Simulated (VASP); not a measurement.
# In2GaP3 (P3m1) in VASP: notebook

In2GaP3 is run at these levels: PBE; tasks: single point.

All numbers are computed with VASP 6.6.1; they aren't measurements. Logs are shortened: lines on timing, memory, paths and dates and some standing lists are left out, and cuts for length are marked.

## Step 1: The cell of the first run

It takes space group P3m1 (No. 156, trigonal). The conventional cell has a = 3.939 Å, b = 3.939 Å, c = 9.649 Å, α = 90.00°, β = 90.00°, γ = 120.00°. Within 3.2 Å of In (site symmetry 3m) lie 4 P at 2.41 Å. In (site symmetry 3m) has 4 P at 2.41 Å within 3.2 Å. Within 3.2 Å of Ga (site symmetry 3m) lie 4 P at 2.41 Å. Within 3.2 Å of P (site symmetry 3m) lie 3 Ga at 2.41 Å and 1 In at 2.41 Å. P (site symmetry 3m) has 1 Ga at 2.41 Å and 3 In at 2.41 Å within 3.2 Å. Within 3.2 Å of P (site symmetry 3m) lie 4 In at 2.41 Å.

## Step 2: Single point, PBE

File INCAR:

```
ALGO = Normal ; EDIFF = 1E-6
ENCUT = 520 ; GGA = PE
ISIF = 2 ; ISMEAR = 0
LASPH = T ; LCHARG = F
LREAL = F ; LWAVE = F
NBANDS = 36 ; NELM = 80
PREC = Accurate ; SIGMA = 0.1
```

File KPOINTS:

```
k-points
0
Gamma
  6 6 2
```

File POSCAR:

```
In2GaP3
1.0
    3.9391722500      0.0000000000      0.0000000000
   -1.9695861200      3.4114232400      0.0000000000
    0.0000000000      0.0000000000      9.6489620200
In Ga P
2 1 3
Direct
    0.0000000000      0.0000000000      0.0000000000
    0.6666666700      0.3333333300      0.3333333300
    0.3333333300      0.6666666700      0.6666666700
    0.0000000000      0.0000000000      0.7500000000
    0.3333333300      0.6666666700      0.4166666700
    0.6666666700      0.3333333300      0.0833333300
```

Potentials or basis: VASP PAW PBE potentials, release 64 (In_d, Ga_d, P).

Command:

```sh
cat potpaw_PBE.64/In_d/POTCAR potpaw_PBE.64/Ga_d/POTCAR potpaw_PBE.64/P/POTCAR > POTCAR
mpirun -np 1 vasp_std > vasp.out
```

OUTCAR:

```text
EDIFF = 1E-6
   ENCUT = 520
   GGA = PE
   ISIF = 2
   ISMEAR = 0
   LASPH = T
   LREAL = F
   NELM = 80
   PREC = Accurate

 ion  position               nearest neighbor table
   1  0.000  0.000  0.000-   6 2.41   4 2.41   6 2.41   6 2.41   2 3.94   2 3.94   2 3.94
   2  0.667  0.333  0.333-   6 2.41   5 2.41   5 2.41   5 2.41   1 3.94   1 3.94   1 3.94
   3  0.333  0.667  0.667-   4 2.41   5 2.41   4 2.41   4 2.41
   4  0.000  0.000  0.750-   3 2.41   1 2.41   3 2.41   3 2.41
   5  0.333  0.667  0.417-   3 2.41   2 2.41   2 2.41   2 2.41
   6  0.667  0.333  0.083-   1 2.41   2 2.41   1 2.41   1 2.41

  LATTYP: Found a hexagonal cell.
 ALAT       =     3.9391722500
 C/A-ratio  =     2.4494897424

  Lattice vectors:

 A1 = (   3.9391722500,   0.0000000000,   0.0000000000)
 A2 = (  -1.9695861200,   3.4114232400,   0.0000000000)
 A3 = (   0.0000000000,   0.0000000000,   9.6489620200)

Analysis of symmetry for initial positions (statically):
=====================================================================
 Subroutine PRICEL returns:
 Original cell was already a primitive cell.

 Routine SETGRP: Setting up the symmetry group for a
 hexagonal supercell.

 Subroutine GETGRP returns: Found  6 space group operations
 (whereof  6 operations were pure point group operations)
 out of a pool of 24 trial point group operations.

The static configuration has the point symmetry C_3v.

Analysis of symmetry for dynamics (positions and initial velocities):
=====================================================================
 Subroutine PRICEL returns:
 Original cell was already a primitive cell.

 Routine SETGRP: Setting up the symmetry group for a
 hexagonal supercell.

 Subroutine GETGRP returns: Found  6 space group operations
 (whereof  6 operations were pure point group operations)
 out of a pool of 24 trial point group operations.

The dynamic configuration has the point symmetry C_3v.

 Subroutine INISYM returns: Found  6 space group operations
 (whereof  6 operations are pure point group operations),
 and found     1 'primitive' translations

----------------------------------------------------------------------------------------

                                     Primitive cell

  volume of cell :     129.6645

  direct lattice vectors                    reciprocal lattice vectors
[... 86 lines left out ...]
   EDIFFG = 0.1E-04   stopping-criterion for IOM
   NSW    =      0    number of steps for IOM
   IBRION =     -1    ionic relax: 0-MD 1-quasi-New 2-CG
   NFREE  =      0    steps in history (QN), initial steepest desc. (CG)
   ISIF   =      2    stress and relaxation
   ISYM   =      2    0-nonsym 1-usesym 2-fastsym
   POTIM  = 0.5000    time-step for ionic-motion
   TEBEG  =    0.0;   TEEND  =   0.0 temperature during run
   PSTRESS=    0.0 pullay stress
   NELECT =      54.0000    total number of electrons
   NUPDOWN=      -1.0000    fix difference up-down
   EMIN   =  10.00;   EMAX   =-10.00  energy-range for DOS
   EFERMI =   0.00;   METHOD = LEGACY
   ISMEAR =     0;   SIGMA  =   0.10  broadening in eV -4-tet -1-fermi 0-gaus
   EFERMI_NEDOS =   21; number of points for ismear=-14 and -15
   IALGO  =     38    algorithm
   IMIX   =      4    mixing-type and parameters
     AMIX     =   0.40;   BMIX     =  1.00
     AMIX_MAG =   1.60;   BMIX_MAG =  1.00
  volume/ion in A,a.u.               =      21.61       145.84
  Fermi-wavevector in a.u.,A,eV,Ry     =   1.222547  2.310280 20.335568  1.494622
  Thomas-Fermi vector in A             =   2.357690
   LORBIT       =      0    0 simple, 1 ext, 2 COOP (PROOUT), +10 PAW based schemes
   GGA     = PE    functional components
   LHFCALC =     F    Hartree Fock is set to
   AEXX    =    0.0000 exact exchange contribution
   IVDW    =     0    specifies the selected vdW correction
   LEPSILON=     F    determine dielectric tensor
   LRPA    =     F    only Hartree local field effects (RPA)
 non-spin polarized calculation
 Gauss-broadening in eV      SIGMA  =   0.10
  energy-cutoff  :      520.00
  volume of cell :      129.66
 maximum number of plane-waves:      3545
 NGX is ok and might be reduce to    30
   NGX = 15   NGY = 15   NGZ = 35

 number of electron      54.0000003 magnetization

 Free energy of the ion-electron system (eV)
  ---------------------------------------------------
  ext. energy  EPLUGINS =         0.00000000
  ---------------------------------------------------
  free energy    TOTEN  =       -24.95798577 eV

  energy without entropy =      -24.95798577  energy(sigma->0) =      -24.95798577

 E-fermi :   6.5118     XC(G=0):  -9.8304

 val. band max:        6.0443352690   @ k =   0.0000   0.0000   0.0000
 cond. band min:       7.2099658916   @ k =   0.0000   0.0000   0.0000
 fundamental gap:      1.1656306226
 Fermi energy:         6.5117626289

 k-point     1 :       0.0000    0.0000    0.0000
  band No.  band energies     occupation
      1      -8.6967      2.00000
      2      -8.6574      2.00000
      3      -8.6435      2.00000
      4      -8.6435      2.00000
      5      -8.5735      2.00000
      6      -8.5735      2.00000
[... 535 lines left out ...]
     35      12.1644      0.00000
     36      12.2011      0.00000

------------------------ aborting loop because EDIFF is reached ----------------------------------------

  FORCE on cell =-STRESS in cart. coord.  units (eV):
  Direction    XX          YY          ZZ          XY          YZ          ZX
  --------------------------------------------------------------------------------------
  -------------------------------------------------------------------------------------
  Total        9.6294751      9.6294751      9.3983081      0.0000000      0.0000000     -0.0000000
  in kB      118.9849480    118.9849481    116.1285732      0.0000002      0.0000000     -0.0000000
  external PRESSURE =     118.0328231 kB  Pullay stress =       0.0000000 kB

 VOLUME and BASIS-vectors are now :
 -----------------------------------------------------------------------------
  energy-cutoff  :      520.00
  volume of cell :      129.66
      direct lattice vectors                 reciprocal lattice vectors
     3.939172250  0.000000000  0.000000000     0.253860440  0.146566393  0.000000000
    -1.969586120  3.411423240  0.000000000     0.000000000  0.293132786  0.000000000
     0.000000000  0.000000000  9.648962020     0.000000000  0.000000000  0.103638091

 POSITION                                       TOTAL-FORCE (eV/Angst)
 -----------------------------------------------------------------------------------
      0.00000      0.00000      0.00000         0.000000     -0.000000     -0.032986
      1.96959      1.13714      3.21632         0.000000     -0.000000      0.185712
     -0.00000      2.27428      6.43264         0.000000     -0.000000     -0.167289
      0.00000      0.00000      7.23672        -0.000000     -0.000000     -1.588310
     -0.00000      2.27428      4.02040        -0.000000      0.000000      1.601333
      1.96959      1.13714      0.80408         0.000000      0.000000      0.001541
 -----------------------------------------------------------------------------------
    total drift:                               -0.000002      0.000002      0.000272

  FREE ENERGIE OF THE ION-ELECTRON SYSTEM (eV)
  ---------------------------------------------------
  free  energy   TOTEN  =       -24.9579857729 eV

  energy  without entropy=      -24.9579857729  energy(sigma->0) =      -24.95798577
```

Run time: 69 s. Hardware: 1 thread of Intel Xeon Platinum 8488C (Sapphire Rapids), shared host; peak memory 0.26 GiB.

What came out:

- Free energy: -24.9580 eV
- Pressure: 11.8 GPa
- Largest force: 1.601 eV/Å
- Band gap on the k mesh: 1.17 eV

Forces in eV/Å, atoms in the order of the input:
```
In   0.000  0.000 -0.033
In   0.000  0.000  0.186
Ga   0.000  0.000 -0.167
P    0.000  0.000 -1.588
P    0.000  0.000  1.601
P    0.000  0.000  0.002
```

Stress tensor (GPa, compression positive):
```
11.90  0.00  0.00
 0.00 11.90  0.00
 0.00  0.00 11.61
```

Levels at points of the mesh, in eV from the valence-band top:
| k point | band 25 | band 26 | band 27 | band 28 | band 29 | band 30 |
| --- | --- | --- | --- | --- | --- | --- |
| (0.00, 0.00, 0.00) | -0.03 | 0.00 | 0.00 | 1.17 | 1.90 | 2.15 |
| (0.50, 0.00, 0.00) | -2.54 | -1.73 | -1.64 | 1.54 | 1.90 | 2.64 |
| (0.00, 0.00, 0.50) | -0.50 | -0.28 | -0.28 | 1.48 | 2.19 | 2.50 |
| (0.50, 0.00, 0.50) | -2.41 | -1.18 | -1.18 | 1.53 | 2.06 | 2.21 |

Caveat: the cell stands under pressure; spin-orbit coupling is left out, which moves the levels of the heavy elements; forces of over 1 eV/Å act on the atoms, so gaps and moduli don't describe the material at rest. A k mesh can miss the band edges.

## Step 3: Single point, PBE

This run uses another cell than the first one, of 24.59 Å³/atom.

File INCAR:

```
  PREC = Accurate
  ENCUT = 520
  EDIFF = 1E-6
  ISMEAR = 0
  SIGMA = 0.1
  LREAL = False
  LASPH = True
  NELM = 100
  ALGO = Normal
  ISIF = 2
  LWAVE = False
  LCHARG = False
  GGA = PE
  NBANDS = 36
```

File KPOINTS:

```
regular mesh
0
Gamma
  6 6 2
```

File POSCAR:

```
In2GaP3
1.0
    4.1098572189     -0.0000000030      0.0000000000
   -2.0549286068      3.5592407590      0.0000000000
    0.0000000000      0.0000000000     10.0869020464
In Ga P
2 1 3
Direct
    0.0000000000      0.0000000000     -0.0067079533
    0.6666666667      0.3333333333      0.3392017622
    0.3333333333      0.6666666667      0.6659226402
    0.0000000000      0.0000000000      0.7372816216
    0.3333333333      0.6666666667      0.4297119543
    0.6666666667      0.3333333333      0.0845899749
```

Potentials or basis: VASP PAW PBE potentials, release 64 (In_d, Ga_d, P).

Command:

```sh
cat potpaw_PBE.64/In_d/POTCAR potpaw_PBE.64/Ga_d/POTCAR potpaw_PBE.64/P/POTCAR > POTCAR
mpirun -np 1 vasp_std > vasp.out
```

Run time: 62 s. Hardware: 1 thread of Intel Xeon Platinum 8488C (Sapphire Rapids), shared host; peak memory 0.3 GiB.

Results (log left out):

| Item | Value |
| --- | --- |
| Free energy | -25.7317 eV |
| Pressure | -0.1 GPa |
| Largest force | 0.018 eV/Å |
| Band gap on the k mesh | 0.42 eV |

Forces in eV/Å, atoms in the order of the input:
```
In   0.000  0.000 -0.010
In   0.000  0.000 -0.010
Ga   0.000  0.000 -0.018
P    0.000  0.000  0.017
P    0.000  0.000  0.010
P    0.000  0.000  0.011
```

Stress tensor (GPa, compression positive):
```
-0.03  0.00  0.00
 0.00 -0.03  0.00
 0.00  0.00 -0.15
```

Levels at points of the mesh, in eV from the valence-band top:
| k point | band 24 | band 25 | band 26 | band 27 | band 28 | band 29 | band 30 | band 31 |
| --- | --- | --- | --- | --- | --- | --- | --- | --- |
| (0.00, 0.00, 0.00) | -0.63 | -0.15 | 0.00 | 0.00 | 0.42 | 1.32 | 1.95 | 3.85 |
| (0.50, 0.00, 0.00) | -2.29 | -2.17 | -1.47 | -1.29 | 1.65 | 1.91 | 2.49 | 2.67 |
| (0.00, 0.00, 0.50) | -0.40 | -0.40 | -0.21 | -0.21 | 0.86 | 1.88 | 2.05 | 4.05 |
| (0.50, 0.00, 0.50) | -2.29 | -1.89 | -1.04 | -0.96 | 1.27 | 1.94 | 2.44 | 3.33 |

Caveat: semilocal functionals underestimate gaps, and a narrow one can read as zero; spin-orbit coupling is left out, which moves the levels of the heavy elements.
